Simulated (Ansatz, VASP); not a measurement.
# Ge: VASP beside Ansatz

```xyz
1
Lattice="2.7023 -3.2119 0.0000 2.7023 3.2119 0.0000 0.0000 0.0000 2.0682" Properties=species:S:1:pos:R:3 pbc="T T T"
Ge    2.7023    0.0000    0.0000
```

Alike in both runs: task single point; functional PBE; k mesh 4 × 4 × 8; occupations gaussian, width 0.1 eV; no spin polarisation.

|  | VASP | Ansatz |
| --- | --- | --- |
| version | VASP 6.6.1 | Ansatz 0.2.0 |
| potentials or method | VASP PAW PBE potentials, release 64 (Ge_d), cutoff 520 eV | scalar-relativistic, plane waves, PAW |
| valence electrons in the cell | 14 | 14 |

```tsv
	VASP	Ansatz	Ansatz less VASP
gap on the k mesh at the Fermi level (eV)	none	none	-
pressure (GPa)	13.8	13.9	+0.05
traceless stress, the component that is largest in VASP (GPa)	27.77	27.94	+0.175
```

A gap of «none» marks a metal or a gap that the smearing closes.

The k mesh is coarse, so the values compare programs but aren't converged.
